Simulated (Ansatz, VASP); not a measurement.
**Sc4Te: VASP beside Ansatz**

```xyz
5
Lattice="-3.3099 3.3099 3.3099 3.3099 -3.3099 3.3099 3.3099 3.3099 -3.3099" Properties=species:S:1:pos:R:3 pbc="T T T"
Sc    1.6549    1.6549   -1.6549
Sc   -1.6549    1.6549    1.6549
Sc    1.6549   -1.6549    1.6549
Sc    1.6549    1.6549    1.6549
Te    0.0000    0.0000    0.0000
```

Change from the starting cell: species swapped into the Hg4Pt type (Im-3m, No. 229).

Alike in both runs: task single point; functional PBE; k mesh 4 × 4 × 4; occupations gaussian, width 0.1 eV; collinear spin.

|  | VASP | Ansatz |
| --- | --- | --- |
| version | VASP 6.6.1 | Ansatz 0.2.0 |
| potentials or method | VASP PAW PBE potentials, release 64 (Sc_sv, Te), cutoff 520 eV | scalar-relativistic, plane waves, PAW |
| valence electrons in the cell | 50 | 60 |

Ansatz gave:

```
gap on the k mesh at the Fermi level (eV)                     : none
pressure (GPa)                                                : 0.0
net moment per atom (μB)                                      : 0.87
size of the moment on the site where the two differ most (μB) : 0.64
```

**Question.** What did VASP give for the same quantities?

**Answer.** gap on the k mesh at the Fermi level (eV): none; pressure (GPa): 0.1; net moment per atom (μB): 0.87; size of the moment on the site where the two differ most (μB): 0.69.

Site moments also hang on the region over which each program counts them. A gap of «none» marks a metal or a gap that the smearing closes. VASP's potentials hold 50 valence electrons a cell and Ansatz's 60, so a difference there can come from the potentials and not from the codes.

Spin-orbit coupling is off throughout.
